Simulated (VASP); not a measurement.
# CoSn2 (I4/mcm) in VASP: a series of runs

The runs below take CoSn2 through single point, with PBEsol.

All numbers are computed with VASP 6.6.1; they aren't measurements. Logs are shortened: lines on timing, memory, paths and dates and some standing lists are left out, and cuts for length are marked.

## (1) The cell of the first run

It takes space group I4/mcm (No. 140, tetragonal). Conventional cell: a = 6.365 Å, b = 6.365 Å, c = 5.457 Å, α = 90.00°, β = 90.00°, γ = 90.00°. Within 3.6 Å of Co (site symmetry 422) lie 2 Co at 2.73 Å and 8 Sn at 2.76 Å. Sn (site symmetry m2m) has 4 Co at 2.76 Å and 11 Sn at 2.84 to 3.39 Å within 3.6 Å.

## (2) Single point, PBEsol

Contents of INCAR:

```
SYSTEM = CoSn2
PREC = Accurate ; ENCUT = 520
EDIFF = 1E-6 ; ISMEAR = -1
SIGMA = 0.2 ; LREAL = .False.
LASPH = .True. ; NELM = 100
ALGO = Fast ; ISIF = 2
LWAVE = .False. ; LCHARG = .True.
GGA = PS ; LELF = .True.
LVHAR = .True. ; NBANDS = 46
```

Contents of KPOINTS:

```
Automatic mesh
0
Gamma
  8 8 8
  0 0 0
```

Contents of POSCAR:

```
CoSn2
1.0
   -3.1825000000      3.1825000000      2.7285000000
    3.1825000000     -3.1825000000      2.7285000000
    3.1825000000      3.1825000000     -2.7285000000
Co Sn
2 4
Direct
    0.2500000000      0.2500000000      0.0000000000
    0.7500000000      0.7500000000      0.0000000000
    0.6580000000      0.1580000000      0.8160000000
    0.1580000000      0.3420000000      0.5000000000
    0.3420000000      0.8420000000      0.1840000000
    0.8420000000      0.6580000000      0.5000000000
```

Potentials or basis: VASP PAW PBE potentials, release 64 (Co, Sn_d).

Launch:

```console
$ cat potpaw_PBE.64/Co/POTCAR potpaw_PBE.64/Sn_d/POTCAR > POTCAR
$ mpirun -np 1 vasp_std > vasp.out
```

OUTCAR:

```text
SYSTEM = CoSn2
   PREC = Accurate
   ENCUT = 520
   EDIFF = 1E-6
   ISMEAR = -1
   LREAL = .False.
   LASPH = .True.
   NELM = 100
   ISIF = 2
   GGA = PS

 ion  position               nearest neighbor table
   1  0.250  0.250  0.000-   2 2.73   2 2.73   6 2.76   3 2.76   4 2.76   5 2.76   4 2.76   6 2.76
                             3 2.76   5 2.76
   2  0.750  0.750  0.000-   1 2.73   1 2.73   5 2.76   3 2.76   5 2.76   6 2.76   6 2.76   3 2.76
                             4 2.76   4 2.76
   3  0.658  0.158  0.816-   1 2.76   2 2.76   1 2.76   2 2.76   5 2.84   5 3.19   5 3.19   6 3.39
                             4 3.39   4 3.39   6 3.39   6 3.39   4 3.39   4 3.39   6 3.39
   4  0.158  0.342  0.500-   2 2.76   1 2.76   1 2.76   2 2.76   6 2.84   6 3.19   6 3.19   5 3.39
                             3 3.39   3 3.39   5 3.39   5 3.39   5 3.39   3 3.39   3 3.39
   5  0.342  0.842  0.184-   1 2.76   2 2.76   1 2.76   2 2.76   3 2.84   3 3.19   3 3.19   6 3.39
                             4 3.39   6 3.39   4 3.39   4 3.39   6 3.39   6 3.39   4 3.39
   6  0.842  0.658  0.500-   1 2.76   2 2.76   2 2.76   1 2.76   4 2.84   4 3.19   4 3.19   5 3.39
                             3 3.39   3 3.39   5 3.39   5 3.39   5 3.39   3 3.39   3 3.39

  LATTYP: Found a body centered tetragonal cell.
 ALAT       =     6.3650000000
 C/A-ratio  =     0.8573448547

  Lattice vectors:

 A1 = (  -3.1825000000,   3.1825000000,   2.7285000000)
 A2 = (   3.1825000000,  -3.1825000000,   2.7285000000)
 A3 = (   3.1825000000,   3.1825000000,  -2.7285000000)

Analysis of symmetry for initial positions (statically):
=====================================================================
 Subroutine PRICEL returns:
 Original cell was already a primitive cell.

 Routine SETGRP: Setting up the symmetry group for a
 body centered tetragonal supercell.

 Subroutine GETGRP returns: Found 16 space group operations
 (whereof  8 operations were pure point group operations)
 out of a pool of 16 trial point group operations.

The static configuration has the point symmetry C_4h.
 The point group associated with its full space group is D_4h.

Analysis of symmetry for dynamics (positions and initial velocities):
=====================================================================
 Subroutine PRICEL returns:
 Original cell was already a primitive cell.

 Routine SETGRP: Setting up the symmetry group for a
 body centered tetragonal supercell.

 Subroutine GETGRP returns: Found 16 space group operations
 (whereof  8 operations were pure point group operations)
 out of a pool of 16 trial point group operations.

The dynamic configuration has the point symmetry C_4h.
 The point group associated with its full space group is D_4h.

 Subroutine INISYM returns: Found 16 space group operations
 (whereof  8 operations are pure point group operations),
 and found     1 'primitive' translations

----------------------------------------------------------------------------------------

                                     Primitive cell

  volume of cell :     110.5403

  direct lattice vectors                    reciprocal lattice vectors
    -3.182500000  3.182500000  2.728500000     0.000000000  0.157109191  0.183250870
     3.182500000 -3.182500000  2.728500000     0.157109191  0.000000000  0.183250870
     3.182500000  3.182500000 -2.728500000     0.157109191  0.157109191  0.000000000

  length of vectors
     5.263204798  5.263204798  5.263204798     0.241379741  0.241379741  0.222185949

  position of ions in fractional coordinates (direct lattice)
     0.250000000  0.250000000  0.000000000
     0.750000000  0.750000000  0.000000000
     0.658000000  0.158000000  0.816000000
     0.158000000  0.342000000  0.500000000
     0.342000000  0.842000000  0.184000000
     0.842000000  0.658000000  0.500000000

  ion indices of the primitive-cell ions
   primitive index   ion index
                 1           1
                 2           2
                 3           3
                 4           4
                 5           5
                 6           6

----------------------------------------------------------------------------------------

 KPOINTS: Automatic mesh

Automatic generation of k-mesh.
 Grid dimensions read from file:
 generate k-points for:    8    8    8

 Generating k-lattice:

  Cartesian coordinates                     Fractional coordinates (reciprocal lattice)
     0.000000000  0.019638649  0.022906359     0.125000000  0.000000000 -0.000000000
     0.019638649  0.000000000  0.022906359     0.000000000  0.125000000 -0.000000000
     0.019638649  0.019638649  0.000000000     0.000000000  0.000000000  0.125000000

  Length of vectors
     0.030172468  0.030172468  0.027773244

  Shift w.r.t. Gamma in fractional coordinates (k-lattice)
     0.000000000  0.000000000  0.000000000

 Subroutine IBZKPT returns following result:
 ===========================================

[... 39 lines left out ...]
   ISYM   =      2    0-nonsym 1-usesym 2-fastsym
   POTIM  = 0.5000    time-step for ionic-motion
   TEBEG  =    0.0;   TEEND  =   0.0 temperature during run
   PSTRESS=    0.0 pullay stress
   NELECT =      74.0000    total number of electrons
   NUPDOWN=      -1.0000    fix difference up-down
   EMIN   =  10.00;   EMAX   =-10.00  energy-range for DOS
   EFERMI =   0.00;   METHOD = LEGACY
   ISMEAR =    -1;   SIGMA  =   0.20  broadening in eV -4-tet -1-fermi 0-gaus
   EFERMI_NEDOS =   21; number of points for ismear=-14 and -15
   IALGO  =     68    algorithm
   IMIX   =      4    mixing-type and parameters
     AMIX     =   0.40;   BMIX     =  1.00
     AMIX_MAG =   1.60;   BMIX_MAG =  1.00
  volume/ion in A,a.u.               =      18.42       124.33
  Fermi-wavevector in a.u.,A,eV,Ry     =   1.432117  2.706309 27.904990  2.050959
  Thomas-Fermi vector in A             =   2.551779
   LORBIT       =      0    0 simple, 1 ext, 2 COOP (PROOUT), +10 PAW based schemes
   GGA     = PS    functional components
   LHFCALC =     F    Hartree Fock is set to
   AEXX    =    0.0000 exact exchange contribution
   IVDW    =     0    specifies the selected vdW correction
   LEPSILON=     F    determine dielectric tensor
   LRPA    =     F    only Hartree local field effects (RPA)
 non-spin polarized calculation
 RMM-DIIS sequential band-by-band and
  energy-cutoff  :      520.00
  volume of cell :      110.54
 maximum number of plane-waves:      3023
   NGX = 19   NGY = 19   NGZ = 19

 number of electron      74.0000012 magnetization

 Free energy of the ion-electron system (eV)
  ---------------------------------------------------
  ext. energy  EPLUGINS =         0.00000000
  ---------------------------------------------------
  free energy    TOTEN  =       -33.34564979 eV

  energy without entropy =      -32.82361312  energy(sigma->0) =      -33.08463145

 E-fermi :  10.3391     XC(G=0): -11.9104

 val. band max:       10.3081344076   @ k =  -0.3750   0.5000   0.2500
 cond. band min:      10.3408151365   @ k =  -0.3750  -0.3750   0.2500
 fundamental gap:      0.0326807289
 Fermi energy:        10.3391426580

 k-point     1 :       0.0000    0.0000    0.0000
  band No.  band energies     occupation
      1     -11.1905      2.00000
      2     -11.1606      2.00000
      3     -11.1228      2.00000
      4     -11.0980      2.00000
      5     -11.0980      2.00000
      6     -11.0968      2.00000
[... 38 lines left out ...]
     45      15.4724      0.00000
     46      15.4740      0.00000

 k-point     2 :       0.1250    0.0000    0.0000
  band No.  band energies     occupation
      1     -11.1959      2.00000
      2     -11.1728      2.00000
      3     -11.1397      2.00000
      4     -11.0985      2.00000
      5     -11.0919      2.00000
      6     -11.0859      2.00000
[... 38 lines left out ...]
     45      15.5998      0.00000
     46      15.7138      0.00000

 k-point     3 :       0.2500    0.0000    0.0000
  band No.  band energies     occupation
      1     -11.2072      2.00000
      2     -11.1944      2.00000
      3     -11.1625      2.00000
      4     -11.0946      2.00000
      5     -11.0763      2.00000
      6     -11.0572      2.00000
[... 1018 lines left out ...]
     45      14.5992      0.00000
     46      15.4467      0.00000

 k-point    24 :       0.3750    0.1250    0.1250
  band No.  band energies     occupation
      1     -11.2165      2.00000
      2     -11.2165      2.00000
      3     -11.1402      2.00000
      4     -11.1402      2.00000
      5     -11.0709      2.00000
      6     -11.0709      2.00000
[... 38 lines left out ...]
     45      14.5851      0.00000
     46      14.5851      0.00000

 [... further k-points ...]

------------------------ aborting loop because EDIFF is reached ----------------------------------------

  FORCE on cell =-STRESS in cart. coord.  units (eV):
  Direction    XX          YY          ZZ          XY          YZ          ZX
  --------------------------------------------------------------------------------------
  -------------------------------------------------------------------------------------
  Total       -2.2189209     -2.2189209     -2.7586299      0.0000000      0.0000000      0.0000000
  in kB      -32.1611540    -32.1611540    -39.9837252      0.0000000      0.0000000      0.0000000
  external PRESSURE =     -34.7686777 kB  Pullay stress =       0.0000000 kB

 VOLUME and BASIS-vectors are now :
 -----------------------------------------------------------------------------
  energy-cutoff  :      520.00
  volume of cell :      110.54
      direct lattice vectors                 reciprocal lattice vectors
    -3.182500000  3.182500000  2.728500000     0.000000000  0.157109191  0.183250870
     3.182500000 -3.182500000  2.728500000     0.157109191  0.000000000  0.183250870
     3.182500000  3.182500000 -2.728500000     0.157109191  0.157109191  0.000000000

 POSITION                                       TOTAL-FORCE (eV/Angst)
 -----------------------------------------------------------------------------------
      0.00000      0.00000      1.36425        -0.000000     -0.000000      0.000000
      0.00000      0.00000      4.09275        -0.000000     -0.000000      0.000000
      1.00567      4.18817      0.00000         0.606806      0.606806      0.000000
      2.17683      1.00567      0.00000        -0.606806      0.606806      0.000000
      2.17683     -1.00567      2.72850        -0.606806     -0.606806     -0.000000
      1.00567      2.17683      2.72850         0.606806     -0.606806      0.000000
 -----------------------------------------------------------------------------------
    total drift:                                0.000000      0.000000     -0.000000

  FREE ENERGIE OF THE ION-ELECTRON SYSTEM (eV)
  ---------------------------------------------------
  free  energy   TOTEN  =       -33.3456497885 eV

  energy  without entropy=      -32.8236131196  energy(sigma->0) =      -33.08463145
```

It took 3 min on 1 thread of Intel Xeon 6975P-C (Granite Rapids), shared host; peak memory 0.4 GiB.

What came out:

```yaml
Free_energy: -33.3456 eV
Pressure: -3.5 GPa
Largest_force: 0.858 eV/Å
Band_gap_on_the_k_mesh: zero (bands 37 and 38 overlap by 1.42 eV)
```

Forces on the atoms (eV/Å):
```
Co   0.000  0.000  0.000
Co   0.000  0.000  0.000
Sn   0.607  0.607  0.000
Sn  -0.607  0.607  0.000
Sn  -0.607 -0.607  0.000
Sn   0.607 -0.607  0.000
```

Stress tensor (GPa, compression positive):
```
-3.22  0.00  0.00
 0.00 -3.22  0.00
 0.00  0.00 -4.00
```

Levels at points of the mesh, in eV from the Fermi level:
```
           k point  band 35  band 36  band 37  band 38  band 39  band 40
(0.00, 0.00, 0.00)    -1.09    -1.01    -0.57    -0.57     0.33     0.37
(0.50, 0.00, 0.00)    -0.70    -0.70     0.20     0.20     1.77     1.77
(0.50, 0.50, 0.00)    -1.08    -0.66    -0.57     0.69     0.71     1.28
(0.50, 0.50, 0.50)    -0.65     0.21     0.31     1.18     2.49     2.49
```

Caveat: the cell stands under tension; the PAW data sets were made with another functional, which shifts forces and pressure a little; spin-orbit coupling is left out, which moves the levels of the heavy elements; the run has no spin polarisation, though such a crystal can be magnetic.

## (3) Single point, PBEsol

Contents of INCAR:

```
PREC     = Accurate       # precision mode
ENCUT    = 520            # plane-wave cutoff, eV
EDIFF    = 1E-6           # SCF threshold, eV
ISMEAR   = -1             # smearing method
SIGMA    = 0.5            # smearing width, eV
LREAL    = False          # projectors in reciprocal space
LASPH    = True           # aspherical terms in the spheres
NELM     = 100            # most SCF steps
ALGO     = Fast           # electronic algorithm
ISIF     = 2              # what is computed and relaxed
LWAVE    = False          # write WAVECAR
LCHARG   = False          # write CHGCAR
GGA      = PS             # functional
NBANDS   = 46             # bands
```

Contents of KPOINTS:

```
regular mesh
0
Gamma
  8 8 8
```

POSCAR is that of step 2.

Potentials or basis: VASP PAW PBE potentials, release 64 (Co, Sn_d).

Launch:

```console
$ cat potpaw_PBE.64/Co/POTCAR potpaw_PBE.64/Sn_d/POTCAR > POTCAR
$ mpirun -np 1 vasp_std > vasp.out
```

Run time: 3 min. Hardware: 1 thread of Intel Xeon 6975P-C (Granite Rapids), shared host; peak memory 0.4 GiB.

Results (log left out):

| Property | Result |
| --- | --- |
| Free energy | -34.8388 eV |
| Pressure | 0.5 GPa |
| Largest force | 0.800 eV/Å |
| Band gap on the k mesh | zero (bands 37 and 38 overlap by 1.51 eV) |

Forces on the atoms (eV/Å):
```
Co   0.000  0.000  0.000
Co   0.000  0.000  0.000
Sn   0.566  0.566  0.000
Sn  -0.566  0.566  0.000
Sn  -0.566 -0.566  0.000
Sn   0.566 -0.566  0.000
```

Stress tensor (GPa, compression positive):
```
 1.17  0.00  0.00
 0.00  1.17  0.00
 0.00  0.00 -0.90
```

Levels at points of the mesh, in eV from the Fermi level:
| k point | band 33 | band 34 | band 35 | band 36 | band 37 | band 38 | band 39 | band 40 | band 41 | band 42 |
| --- | --- | --- | --- | --- | --- | --- | --- | --- | --- | --- |
| (0.00, 0.00, 0.00) | -2.13 | -1.71 | -1.34 | -1.24 | -0.84 | -0.84 | 0.15 | 0.15 | 0.20 | 0.20 |
| (0.50, 0.00, 0.00) | -1.31 | -1.31 | -0.95 | -0.95 | 0.02 | 0.02 | 1.65 | 1.65 | 2.95 | 2.95 |
| (0.50, 0.50, 0.00) | -1.63 | -1.46 | -1.32 | -0.93 | -0.84 | 0.48 | 0.50 | 1.11 | 2.50 | 3.64 |
| (0.50, 0.50, 0.50) | -1.18 | -0.92 | -0.92 | -0.03 | 0.23 | 1.07 | 2.38 | 2.38 | 2.68 | 2.68 |

Caveat: so wide a smearing shifts energies and pressures; the PAW data sets were made with another functional, which shifts forces and pressure a little; spin-orbit coupling is left out, which moves the levels of the heavy elements; the run has no spin polarisation, though such a crystal can be magnetic. Spin polarisation is off, so any magnetic state and its effect on volume and gap are missing.

## (4) Single point, PBEsol

Contents of INCAR:

```
PREC = Accurate
ENCUT = 520
EDIFF = 1E-6
ISMEAR = 1
SIGMA = 0.02
LREAL = F
LASPH = T
NELM = 80
ALGO = Fast
ISIF = 2
LWAVE = F
LCHARG = T
GGA = PS
LELF = T
LVHAR = T
NBANDS = 46
```

KPOINTS is that of step 3.

POSCAR is that of step 3.

Launch:

```console
$ cat potpaw_PBE.64/Co/POTCAR potpaw_PBE.64/Sn_d/POTCAR > POTCAR
$ mpirun -np 1 vasp_std > vasp.out
```

Wall time 3.2 min (1 thread of Intel Xeon 6975P-C (Granite Rapids), shared host); peak memory 0.39 GiB.

The run converged. Its results:

```
Free energy            : -33.1060 eV
Pressure               : -4.2 GPa
Largest force          : 0.888 eV/Å
Band gap on the k mesh : zero (bands 37 and 38 overlap by 1.41 eV)
```

Forces in eV/Å, atoms in the order of the input:
```
Co   0.000  0.000  0.000
Co   0.000  0.000  0.000
Sn   0.628  0.628  0.000
Sn  -0.628  0.628  0.000
Sn  -0.628 -0.628  0.000
Sn   0.628 -0.628  0.000
```

Stress tensor (GPa, compression positive):
```
-3.94  0.00  0.00
 0.00 -3.94  0.00
 0.00  0.00 -4.65
```

Levels at points of the mesh, in eV from the Fermi level:
```csv
k point,band 34,band 35,band 36,band 37,band 38,band 39,band 40,band 41
"(0.00, 0.00, 0.00)",-1.49,-1.03,-0.96,-0.50,-0.50,0.37,0.43,0.46
"(0.50, 0.00, 0.00)",-1.01,-0.64,-0.64,0.25,0.25,1.80,1.80,3.08
"(0.50, 0.50, 0.00)",-1.21,-1.01,-0.60,-0.50,0.74,0.76,1.32,2.64
"(0.50, 0.50, 0.50)",-0.59,-0.59,0.26,0.33,1.21,2.51,2.51,2.85
```

Caveat: the cell stands under tension; the PAW data sets were made with another functional, which shifts forces and pressure a little; spin-orbit coupling is left out, which moves the levels of the heavy elements; the run has no spin polarisation, though such a crystal can be magnetic.

## (5) Single point, PBEsol

Contents of INCAR:

```
PREC = Accurate
ENCUT = 520
EDIFF = 1E-6
ISMEAR = 1
SIGMA = 0.05
LREAL = False
LASPH = True
NELM = 100
ALGO = Fast
ISIF = 2
LWAVE = False
LCHARG = False
GGA = PS
NBANDS = 46
```

KPOINTS is that of step 4.

POSCAR is that of step 4.

Launch:

```console
$ cat potpaw_PBE.64/Co/POTCAR potpaw_PBE.64/Sn_d/POTCAR > POTCAR
$ mpirun -np 1 vasp_std > vasp.out
```

Wall time 3 min (1 thread of Intel Xeon 6975P-C (Granite Rapids), shared host); peak memory 0.39 GiB.

The run converged. Its results:

```
Free energy            : -33.1060 eV
Pressure               : -4.2 GPa
Largest force          : 0.884 eV/Å
Band gap on the k mesh : zero (bands 37 and 38 overlap by 1.40 eV)
```

Forces on the atoms (eV/Å):
```
Co   0.000  0.000  0.000
Co   0.000  0.000  0.000
Sn   0.625  0.625  0.000
Sn  -0.625  0.625  0.000
Sn  -0.625 -0.625  0.000
Sn   0.625 -0.625  0.000
```

Stress tensor (GPa, compression positive):
```
-3.95  0.00  0.00
 0.00 -3.95  0.00
 0.00  0.00 -4.66
```

Levels at points of the mesh, in eV from the Fermi level:
| k point | band 34 | band 35 | band 36 | band 37 | band 38 | band 39 | band 40 | band 41 |
| --- | --- | --- | --- | --- | --- | --- | --- | --- |
| (0.00, 0.00, 0.00) | -1.48 | -1.02 | -0.95 | -0.49 | -0.49 | 0.38 | 0.44 | 0.47 |
| (0.50, 0.00, 0.00) | -1.00 | -0.63 | -0.63 | 0.26 | 0.26 | 1.81 | 1.81 | 3.09 |
| (0.50, 0.50, 0.00) | -1.20 | -1.01 | -0.59 | -0.49 | 0.75 | 0.77 | 1.33 | 2.65 |
| (0.50, 0.50, 0.50) | -0.58 | -0.58 | 0.27 | 0.34 | 1.22 | 2.52 | 2.52 | 2.86 |

Caveat: the cell stands under tension; the PAW data sets were made with another functional, which shifts forces and pressure a little; spin-orbit coupling is left out, which moves the levels of the heavy elements; the run has no spin polarisation, though such a crystal can be magnetic.

## (6) Overview

```csv
smearing,gap on the mesh (eV),pressure (GPa),largest force (eV/Å)
fermi-dirac 0.2 eV,none,-3.5,0.86
fermi-dirac 0.5 eV,none,0.5,0.80
methfessel-paxton 0.02 eV,none,-4.2,0.89
methfessel-paxton 0.05 eV,none,-4.2,0.88
```

Alike in all rows: task single point; level PBEsol; potentials or basis VASP PAW PBE potentials, release 64 (Co, Sn_d); no spin polarisation; cell as given; k mesh 8 × 8 × 8; cutoff (eV) 520.

Caveats: the PAW data sets were made with another functional, which shifts forces and pressure a little; spin-orbit coupling is left out, which moves the levels of the heavy elements; the run has no spin polarisation, though such a crystal can be magnetic; the cell stands under tension (at least some runs); so wide a smearing shifts energies and pressures (at least some runs).

Absolute energies hang on the potentials; compare differences alone.
